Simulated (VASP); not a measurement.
# ZrO2 (Fm-3m) in VASP: a series of runs, part 2 of 2

VASP 6.6.1. Earlier steps stand in the parts before.

### Step 4. Single point, HSE06

POSCAR

```
ZrO2
1.0
    0.0000000000      2.5447135873      2.5447135873
    2.5447135873      0.0000000000      2.5447135873
    2.5447135873      2.5447135873      0.0000000000
Zr O
1 2
Direct
    0.0000000000      0.0000000000      0.0000000000
    0.2500000000      0.2500000000      0.2500000000
    0.7500000000      0.7500000000      0.7500000000
```

INCAR.step1

```
PREC = Accurate
ENCUT = 520
EDIFF = 1E-5
ISMEAR = 0
SIGMA = 0.01
LREAL = F
LASPH = T
NELM = 120
ALGO = Normal
ISIF = 2
LWAVE = T
NBANDS = 19
GGA = PE
GGA_COMPAT = F
```

INCAR.step2

```
PREC = Accurate
ENCUT = 520
EDIFF = 1E-6
ISMEAR = 0
SIGMA = 0.01
LREAL = F
LASPH = T
NELM = 120
ALGO = Normal
ISIF = 2
LWAVE = F
LCHARG = T
GGA = PE
LHFCALC = T
HFSCREEN = 0.2079
PRECFOCK = Normal
LELF = T
LVHAR = T
NBANDS = 19
ISTART = 1
GGA_COMPAT = F
```

KPOINTS

```
Automatic mesh
0
Gamma
  4 4 4
```

Potentials or basis: VASP PAW PBE potentials, release 64 (Zr_sv, O).

The run is started by

```console
cat potpaw_PBE.64/Zr_sv/POTCAR potpaw_PBE.64/O/POTCAR > POTCAR
cp INCAR.step1 INCAR
mpirun -np 1 vasp_std > vasp.out
cp INCAR.step2 INCAR
mpirun -np 1 vasp_std > vasp.out
```

OUTCAR:

```text
PREC = Accurate
   ENCUT = 520
   EDIFF = 1E-6
   ISMEAR = 0
   LREAL = F
   LASPH = T
   NELM = 120
   ISIF = 2
   GGA = PE
   LHFCALC = T
   HFSCREEN = 0.2079
   PRECFOCK = Normal
   ISTART = 1

 ion  position               nearest neighbor table
   1  0.000  0.000  0.000-   3 2.20   3 2.20   3 2.20   2 2.20   3 2.20   2 2.20   2 2.20   2 2.20

   2  0.250  0.250  0.250-   1 2.20   1 2.20   1 2.20   1 2.20
   3  0.750  0.750  0.750-   1 2.20   1 2.20   1 2.20   1 2.20

  LATTYP: Found a face centered cubic cell.
 ALAT       =     5.0894271746

  Lattice vectors:

 A1 = (   0.0000000000,   2.5447135873,   2.5447135873)
 A2 = (   2.5447135873,   0.0000000000,   2.5447135873)
 A3 = (   2.5447135873,   2.5447135873,   0.0000000000)

Analysis of symmetry for initial positions (statically):
=====================================================================
 Subroutine PRICEL returns:
 Original cell was already a primitive cell.

 Routine SETGRP: Setting up the symmetry group for a
 face centered cubic supercell.

 Subroutine GETGRP returns: Found 48 space group operations
 (whereof 48 operations were pure point group operations)
 out of a pool of 48 trial point group operations.

The static configuration has the point symmetry O_h .

Analysis of symmetry for dynamics (positions and initial velocities):
=====================================================================
 Subroutine PRICEL returns:
 Original cell was already a primitive cell.

 Routine SETGRP: Setting up the symmetry group for a
 face centered cubic supercell.

 Subroutine GETGRP returns: Found 48 space group operations
 (whereof 48 operations were pure point group operations)
 out of a pool of 48 trial point group operations.

The dynamic configuration has the point symmetry O_h .

 Subroutine INISYM returns: Found 48 space group operations
 (whereof 48 operations are pure point group operations),
 and found     1 'primitive' translations

----------------------------------------------------------------------------------------

                                     Primitive cell

  volume of cell :      32.9569

  direct lattice vectors                    reciprocal lattice vectors
     0.000000000  2.544713587  2.544713587    -0.196485767  0.196485767  0.196485767
     2.544713587  0.000000000  2.544713587     0.196485767 -0.196485767  0.196485767
     2.544713587  2.544713587  0.000000000     0.196485767  0.196485767 -0.196485767

  length of vectors
     3.598768468  3.598768468  3.598768468     0.340323331  0.340323331  0.340323331

  position of ions in fractional coordinates (direct lattice)
     0.000000000  0.000000000  0.000000000
     0.250000000  0.250000000  0.250000000
     0.750000000  0.750000000  0.750000000

  ion indices of the primitive-cell ions
   primitive index   ion index
                 1           1
                 2           2
                 3           3

[... 24 lines left out ...]
 Found      8 irreducible k-points:

 Following reciprocal coordinates:
            Coordinates               Weight
  0.000000  0.000000  0.000000      1.000000
  0.250000  0.000000  0.000000      8.000000
  0.500000  0.000000  0.000000      4.000000
  0.250000  0.250000  0.000000      6.000000
  0.500000  0.250000  0.000000     24.000000
 -0.250000  0.250000  0.000000     12.000000
  0.500000  0.500000  0.000000      3.000000
 -0.250000  0.500000  0.250000      6.000000
   k-points           NKPTS =      8   k-points in BZ     NKDIM =     64   number of bands    NBANDS=     19
   number of dos      NEDOS =    301   number of ions     NIONS =      3
   total plane-waves  NPLWV =  21952
   dimension x,y,z NGX =    28 NGY =   28 NGZ =   28
   dimension x,y,z NGXF=    56 NGYF=   56 NGZF=   56
   ions per type =               1   2
   NGX,Y,Z   is equivalent  to a cutoff of  12.93, 12.93, 12.93 a.u.
   NGXF,Y,Z  is equivalent  to a cutoff of  25.87, 25.87, 25.87 a.u.
 SYSTEM =  unknown system
   PREC   = accura    normal or accurate (medium, high low for compatibility)
   ISTART =      1    job   : 0-new  1-cont  2-samecut
   ICHARG =      0    charge: 1-file 2-atom 10-const
   ISPIN  =      1    spin polarized calculation?
   LNONCOLLINEAR =      F non collinear calculations
   LSORBIT =      F    spin-orbit coupling
   LASPH  =      T    aspherical Exc in radial PAW
   ENCUT  =  520.0 eV  38.22 Ry    6.18 a.u.   6.69  6.69  6.69*2*pi/ulx,y,z
   NELM   =    120;   NELMIN=  2; NELMDL=  0     # of ELM steps
   EDIFF  = 0.1E-05   stopping-criterion for ELM
   LREAL  =      F    real-space projection
   EDIFFG = 0.1E-04   stopping-criterion for IOM
   NSW    =      0    number of steps for IOM
   IBRION =     -1    ionic relax: 0-MD 1-quasi-New 2-CG
   NFREE  =      0    steps in history (QN), initial steepest desc. (CG)
   ISIF   =      2    stress and relaxation
   ISYM   =      3    0-nonsym 1-usesym 2-fastsym
   POTIM  = 0.5000    time-step for ionic-motion
   TEBEG  =    0.0;   TEEND  =   0.0 temperature during run
   PSTRESS=    0.0 pullay stress
   NELECT =      24.0000    total number of electrons
   NUPDOWN=      -1.0000    fix difference up-down
   EMIN   =  10.00;   EMAX   =-10.00  energy-range for DOS
   EFERMI =   0.00;   METHOD = LEGACY
   ISMEAR =     0;   SIGMA  =   0.01  broadening in eV -4-tet -1-fermi 0-gaus
   EFERMI_NEDOS =   21; number of points for ismear=-14 and -15
   IALGO  =     38    algorithm
   IMIX   =      1    mixing-type and parameters
     AMIX     =   0.40;   BMIX     =  1.00
     AMIX_MAG =   1.60;   BMIX_MAG =  1.00
  volume/ion in A,a.u.               =      10.99        74.13
  Fermi-wavevector in a.u.,A,eV,Ry     =   1.472865  2.783312 29.515553  2.169332
  Thomas-Fermi vector in A             =   2.587828
   LORBIT       =      0    0 simple, 1 ext, 2 COOP (PROOUT), +10 PAW based schemes
   GGA     = PE    functional components
   LHFCALC =     T    Hartree Fock is set to
   PRECFOCK=normal    Normal, Fast or Accurate (Low or Medium for compatibility)
   ENCUT4O =  -1.0   cutoff for four orbital integrals eV
   NKREDX  =     1    reduce k-point grid by
   NKREDY  =     1    reduce k-point grid by
   NKREDZ  =     1    reduce k-point grid by
   AEXX    =    0.2500 exact exchange contribution
   HFSCREEN=    0.2079 screening length (either q_TF or 0.3 A-1)
   HFSCREENC=   0.2079 screening length for correlation (either q_TF or 0.3 A-1)
   ENCUTFOCK=  -1.0 apply spherical cutoff to Coloumb kernel
   IVDW    =     0    specifies the selected vdW correction
   LEPSILON=     F    determine dielectric tensor
   LRPA    =     F    only Hartree local field effects (RPA)
 non-spin polarized calculation
 Gauss-broadening in eV      SIGMA  =   0.01
  energy-cutoff  :      520.00
  volume of cell :       32.96
 maximum number of plane-waves:       896
 NGX is ok and might be reduce to    28
  NGX = 24; NGY = 24; NGZ = 24

 number of electron      23.9999991 magnetization

 Free energy of the ion-electron system (eV)
  ---------------------------------------------------
  ext. energy  EPLUGINS =         0.00000000
  ---------------------------------------------------
  free energy    TOTEN  =       -34.57143377 eV

  energy without entropy =      -34.57143377  energy(sigma->0) =      -34.57143377

 E-fermi :   6.4552     XC(G=0):  -9.6563

 val. band max:        6.2320921695   @ k =   0.5000   0.5000   0.0000
 cond. band min:      11.2011831329   @ k =   0.0000   0.0000   0.0000
 fundamental gap:      4.9690909634
 Fermi energy:         6.4551762923

 k-point     1 :       0.0000    0.0000    0.0000
  band No.  band energies     occupation
      1     -44.7221      2.00000
      2     -21.1163      2.00000
      3     -21.1163      2.00000
      4     -21.1163      2.00000
      5     -13.6722      2.00000
      6     -10.9592      2.00000
[... 153 lines left out ...]
      6     -11.7649      2.00000
[... 11 lines left out ...]
     18      20.3096      0.00000
     19      24.1649      0.00000

------------------------ aborting loop because EDIFF is reached ----------------------------------------

  FORCE on cell =-STRESS in cart. coord.  units (eV):
  Direction    XX          YY          ZZ          XY          YZ          ZX
  --------------------------------------------------------------------------------------
  -------------------------------------------------------------------------------------
  Total       -0.5229634     -0.5229634     -0.5229634     -0.0000000      0.0000000     -0.0000000
  in kB      -25.4234915    -25.4234915    -25.4234915     -0.0000000      0.0000000     -0.0000000
  external PRESSURE =     -25.4234915 kB  Pullay stress =       0.0000000 kB

 VOLUME and BASIS-vectors are now :
 -----------------------------------------------------------------------------
  energy-cutoff  :      520.00
  volume of cell :       32.96
      direct lattice vectors                 reciprocal lattice vectors
     0.000000000  2.544713587  2.544713587    -0.196485767  0.196485767  0.196485767
     2.544713587  0.000000000  2.544713587     0.196485767 -0.196485767  0.196485767
     2.544713587  2.544713587  0.000000000     0.196485767  0.196485767 -0.196485767

 POSITION                                       TOTAL-FORCE (eV/Angst)
 -----------------------------------------------------------------------------------
      0.00000      0.00000      0.00000        -0.000000      0.000000     -0.000000
      1.27236      1.27236      1.27236        -0.000000     -0.000000     -0.000000
      3.81707      3.81707      3.81707         0.000000      0.000000      0.000000
 -----------------------------------------------------------------------------------
    total drift:                               -0.000000     -0.000000     -0.000000

  FREE ENERGIE OF THE ION-ELECTRON SYSTEM (eV)
  ---------------------------------------------------
  free  energy   TOTEN  =       -34.5714337734 eV

  energy  without entropy=      -34.5714337734  energy(sigma->0) =      -34.57143377
```

Run time: 14 min. Hardware: 1 thread of AMD EPYC 9R14 (Zen 4), shared host; peak memory 0.25 GiB.

What came out:

- Free energy: -34.5714 eV
- Pressure: -2.5 GPa
- Band gap on the k mesh: 4.97 eV (least direct gap 5.37 eV)

Levels at points of the mesh, in eV from the valence-band top:
| k point | band 10 | band 11 | band 12 | band 13 | band 14 | band 15 |
| --- | --- | --- | --- | --- | --- | --- |
| (0.00, 0.00, 0.00) | -0.59 | -0.59 | -0.59 | 4.97 | 4.97 | 8.11 |
| (0.50, 0.00, 0.00) | -2.72 | -1.81 | -1.81 | 5.66 | 5.66 | 7.78 |
| (0.50, 0.50, 0.00) | -1.60 | -1.60 | 0.00 | 5.37 | 6.52 | 7.50 |

Caveat: the k points lie up to 0.53 Å⁻¹ apart; the PAW data sets were made with another functional, which shifts forces and pressure a little. A k mesh can miss the band edges.

### Step 5. Overview

| level | k mesh | cutoff (eV) | grid for exact exchange (PRECFOCK) | share of exact exchange | screening parameter | gap on the mesh (eV) | pressure (GPa) |
| --- | --- | --- | --- | --- | --- | --- | --- |
| r2SCAN | 4 × 4 × 4 | 660 | - | - | - | 3.87 | 0.0 |
| PBE | 6 × 6 × 6 | 600 | - | - | - | 3.35 | 3.9 |
| HSE06 | 4 × 4 × 4 | 520 | Normal | 0.25 | 0.2079 1/Å | 4.97 | -2.5 |

Alike in all rows: task single point; potentials or basis VASP PAW PBE potentials, release 64 (Zr_sv, O); no spin polarisation; cell as given; smearing gaussian 0.01 eV.

Caveats: some runs use coarse meshes; the PAW data sets were made with another functional, which shifts forces and pressure a little (at least some runs); the cell stands under pressure (at least some runs).

Total energies depend on the potentials used, so only differences within one code and one set of settings carry meaning.
